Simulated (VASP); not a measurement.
# Cu (Cmcm) in VASP: single point with PBEsol

Aim: the single point of Cu with PBEsol.

Program: VASP 6.6.1. These are calculated values, not measurements. Logs are shortened: lines on timing, memory, paths and dates and some standing lists are left out, and cuts for length are marked.

### Step 1. The cell of the first run

It takes space group Cmcm (No. 63, orthorhombic). Conventional cell: a = 2.686 Å, b = 4.389 Å, c = 4.113 Å, α = 90.00°, β = 90.00°, γ = 90.00°. Cu (site symmetry m2m) has 12 Cu at 2.52 to 2.69 Å within 3.3 Å.

### Step 2. Single point, PBEsol (strain +0.0600 x Voigt [1, 0, 0, 0, 0, 0])

INCAR reads:

```
PREC = Accurate
ENCUT = 520
EDIFF = 1E-7
ISMEAR = 0
SIGMA = 0.15
LREAL = False
LASPH = True
NELM = 60
ALGO = Fast
ISIF = 2
LWAVE = False
LCHARG = False
GGA = PS
NBANDS = 18
```

KPOINTS reads:

```
regular mesh
0
Gamma
  24 24 12
```

POSCAR reads:

```
Cu
1.0
    2.6861424700      0.0000000000      0.0000000000
   -1.3430712350      2.1945920917      0.0000000000
    0.0000000000      0.0000000000      4.1125710000
Cu
2
Direct
    0.3333333333      0.6666666667      0.2500000000
    0.6666666667      0.3333333333      0.7500000000
```

Potentials or basis: VASP PAW PBE potentials, release 64 (Cu).

Launch:

```console
> cat potpaw_PBE.64/Cu/POTCAR > POTCAR
> mpirun -np 1 vasp_std > vasp.out
```

OUTCAR:

```text
PREC = Accurate
   ENCUT = 520
   EDIFF = 1E-7
   ISMEAR = 0
   LREAL = False
   LASPH = True
   NELM = 60
   ISIF = 2
   GGA = PS

 ion  position               nearest neighbor table
   1  0.333  0.667  0.250-   2 2.52   2 2.52   2 2.56   2 2.56   2 2.56   2 2.56
   2  0.667  0.333  0.750-   1 2.52   1 2.52   1 2.56   1 2.56   1 2.56   1 2.56

  Warning from LATTYP: Monoclinic adjustment (A1->A3, A2->A1, A3->A2)!
  LATTYP: Found a base centered orthorhombic cell.
 ALAT       =     2.6861424700
 B/A-ratio  =     1.6340101958
 C/A-ratio  =     1.5310323432

  Lattice vectors:

 A1 = (   1.3430712350,  -2.1945920917,   0.0000000000)
 A2 = (   1.3430712350,   2.1945920917,   0.0000000000)
 A3 = (   0.0000000000,   0.0000000000,   4.1125710000)

Analysis of symmetry for initial positions (statically):
=====================================================================
 Subroutine PRICEL returns:
 Original cell was already a primitive cell.

 Routine SETGRP: Setting up the symmetry group for a
 base centered orthorhombic supercell.

 Subroutine GETGRP returns: Found  8 space group operations
 (whereof  4 operations were pure point group operations)
 out of a pool of  8 trial point group operations.

The static configuration has the point symmetry C_2h.
 The point group associated with its full space group is D_2h.

Analysis of symmetry for dynamics (positions and initial velocities):
=====================================================================
 Subroutine PRICEL returns:
 Original cell was already a primitive cell.

 Routine SETGRP: Setting up the symmetry group for a
 base centered orthorhombic supercell.

 Subroutine GETGRP returns: Found  8 space group operations
 (whereof  4 operations were pure point group operations)
 out of a pool of  8 trial point group operations.

The dynamic configuration has the point symmetry C_2h.
 The point group associated with its full space group is D_2h.

 Subroutine INISYM returns: Found  8 space group operations
 (whereof  4 operations are pure point group operations),
 and found     1 'primitive' translations

----------------------------------------------------------------------------------------

                                     Primitive cell

  volume of cell :      24.2436

  direct lattice vectors                    reciprocal lattice vectors
[... 78 lines left out ...]
   PREC   = accura    normal or accurate (medium, high low for compatibility)
   ISTART =      0    job   : 0-new  1-cont  2-samecut
   ICHARG =      2    charge: 1-file 2-atom 10-const
   ISPIN  =      1    spin polarized calculation?
   LNONCOLLINEAR =      F non collinear calculations
   LSORBIT =      F    spin-orbit coupling
   LASPH  =      T    aspherical Exc in radial PAW
   ENCUT  =  520.0 eV  38.22 Ry    6.18 a.u.   4.99  4.78  7.65*2*pi/ulx,y,z
   NELM   =     60;   NELMIN=  2; NELMDL= -5     # of ELM steps
   EDIFF  = 0.1E-06   stopping-criterion for ELM
   LREAL  =      F    real-space projection
   EDIFFG = 0.1E-05   stopping-criterion for IOM
   NSW    =      0    number of steps for IOM
   IBRION =     -1    ionic relax: 0-MD 1-quasi-New 2-CG
   NFREE  =      0    steps in history (QN), initial steepest desc. (CG)
   ISIF   =      2    stress and relaxation
   ISYM   =      2    0-nonsym 1-usesym 2-fastsym
   POTIM  = 0.5000    time-step for ionic-motion
   TEBEG  =    0.0;   TEEND  =   0.0 temperature during run
   PSTRESS=    0.0 pullay stress
   NELECT =      22.0000    total number of electrons
   NUPDOWN=      -1.0000    fix difference up-down
   EMIN   =  10.00;   EMAX   =-10.00  energy-range for DOS
   EFERMI =   0.00;   METHOD = LEGACY
   ISMEAR =     0;   SIGMA  =   0.15  broadening in eV -4-tet -1-fermi 0-gaus
   EFERMI_NEDOS =   21; number of points for ismear=-14 and -15
   IALGO  =     68    algorithm
   IMIX   =      4    mixing-type and parameters
     AMIX     =   0.40;   BMIX     =  1.00
     AMIX_MAG =   1.60;   BMIX_MAG =  1.00
  volume/ion in A,a.u.               =      12.12        81.80
  Fermi-wavevector in a.u.,A,eV,Ry     =   1.584955  2.995131 34.178961  2.512083
  Thomas-Fermi vector in A             =   2.684494
   LORBIT       =      0    0 simple, 1 ext, 2 COOP (PROOUT), +10 PAW based schemes
   GGA     = PS    functional components
   LHFCALC =     F    Hartree Fock is set to
   AEXX    =    0.0000 exact exchange contribution
   IVDW    =     0    specifies the selected vdW correction
   LEPSILON=     F    determine dielectric tensor
   LRPA    =     F    only Hartree local field effects (RPA)
 non-spin polarized calculation
 RMM-DIIS sequential band-by-band and
 Gauss-broadening in eV      SIGMA  =   0.15
  energy-cutoff  :      520.00
  volume of cell :       24.24
 maximum number of plane-waves:       673
   NGX =  9   NGY =  9   NGZ = 15

 number of electron      21.9999980 magnetization

 Free energy of the ion-electron system (eV)
  ---------------------------------------------------
  ext. energy  EPLUGINS =         0.00000000
  ---------------------------------------------------
  free energy    TOTEN  =        -8.53728832 eV

  energy without entropy =       -8.52976809  energy(sigma->0) =       -8.53352821

 E-fermi :   7.0639     XC(G=0): -12.7540

 val. band max:        7.0611958524   @ k =  -0.4583   0.2083   0.5000
 cond. band min:       7.0662899538   @ k =   0.1667   0.1667   0.3333
 fundamental gap:      0.0050941014
 Fermi energy:         7.0639084278

 k-point     1 :       0.0000    0.0000    0.0000
  band No.  band energies     occupation
      1      -2.1081      2.00000
      2       2.1993      2.00000
      3       3.9940      2.00000
      4       4.2442      2.00000
      5       4.2510      2.00000
      6       4.3902      2.00000
[... 481 lines left out ...]
      5       4.0502      2.00000
      6       4.3180      2.00000
[... 10 lines left out ...]
     17      19.8391      0.00000
     18      26.3374      0.00000

 [... further k-points ...]
[... 5 lines left out ...]
  --------------------------------------------------------------------------------------
  -------------------------------------------------------------------------------------
  Total       -1.8940738     -1.1945709     -0.7395059      0.0000000     -0.0000000      0.0000000
  in kB     -125.1731601    -78.9452973    -48.8715356      0.0000000     -0.0000000      0.0000000
  external PRESSURE =     -84.3299977 kB  Pullay stress =       0.0000000 kB

 VOLUME and BASIS-vectors are now :
 -----------------------------------------------------------------------------
  energy-cutoff  :      520.00
  volume of cell :       24.24
      direct lattice vectors                 reciprocal lattice vectors
     2.686142470  0.000000000  0.000000000     0.372281073  0.227832772  0.000000000
    -1.343071235  2.194592092  0.000000000     0.000000000  0.455665544  0.000000000
     0.000000000  0.000000000  4.112571000     0.000000000  0.000000000  0.243156896

 POSITION                                       TOTAL-FORCE (eV/Angst)
 -----------------------------------------------------------------------------------
     -0.00000      1.46306      1.02814        -0.000000     -0.098275      0.000000
      1.34307      0.73153      3.08443         0.000000      0.098275     -0.000000
 -----------------------------------------------------------------------------------
    total drift:                                0.000000     -0.000000      0.000000

  FREE ENERGIE OF THE ION-ELECTRON SYSTEM (eV)
  ---------------------------------------------------
  free  energy   TOTEN  =        -8.5372883194 eV

  energy  without entropy=       -8.5297680929  energy(sigma->0) =       -8.53352821
```

stdout:

```text
POSCAR found type information on POSCAR Cu
 POSCAR found :  1 types and       2 ions
 scaLAPACK will be used
[... 40 lines left out ...]
WARNING in EDDRMM: call to ZHEGV failed, returncode =   6  3     14
 num prob  num prob  num prob  num prob  num prob  num prob  num prob  num prob  num prob  num prob  num prob  num prob  num prob WARNING in EDDRMM: call to ZHEGV failed, returncode =   6  3     17
 num prob  num prob  num prob WARNING in EDDRMM: call to ZHEGV failed, returncode =   6  3     16
WARNING in EDDRMM: call to ZHEGV failed, returncode =   6  3     17
 num prob  num prob  num prob  num prob  num prob  num prob  num prob  num prob  num prob  num prob  num prob  num prob  num prob  num prob  num prob  num prob RMM:  16    -0.853728831942E+01    0.20859E-08   -0.69066E-08 26763   0.325E-03
```

Wall time 12 min (1 thread of Intel Xeon 8259CL, shared host); peak memory 0.47 GiB.

What came out:

| Property | Result |
| --- | --- |
| Free energy | -8.5373 eV |
| Pressure | -8.4 GPa |
| Largest force | 0.098 eV/Å |
| Band gap on the k mesh | zero (bands 11 and 12 overlap by 5.59 eV) |

Forces on the atoms (eV/Å):
```
Cu   0.000 -0.098  0.000
Cu   0.000  0.098  0.000
```

Levels at points of the mesh, in eV from the Fermi level:
| k point | band 9 | band 10 | band 11 | band 12 | band 13 | band 14 |
| --- | --- | --- | --- | --- | --- | --- |
| (0.00, 0.00, 0.00) | -2.46 | -1.70 | -1.64 | -0.62 | 4.12 | 19.78 |
| (0.50, 0.00, 0.00) | -1.56 | -1.49 | -0.16 | 1.20 | 7.55 | 8.05 |
| (0.00, 0.50, 0.00) | -1.52 | -1.49 | 0.18 | 1.76 | 8.27 | 8.68 |
| (0.00, 0.00, 0.50) | -1.92 | -1.92 | -1.84 | -1.84 | 13.13 | 13.13 |
| (0.50, 0.00, 0.50) | -1.59 | -1.59 | 0.32 | 0.32 | 4.37 | 4.37 |
| (0.00, 0.50, 0.50) | -1.53 | -1.53 | 0.82 | 0.82 | 5.13 | 5.13 |

Caveat: the cell differs from its parent crystal (strain +0.0600 x Voigt [1, 0, 0, 0, 0, 0]); the stress differs along the axes, from -13 to -5 GPa; the PAW data sets were made with another functional, which shifts forces and pressure a little.
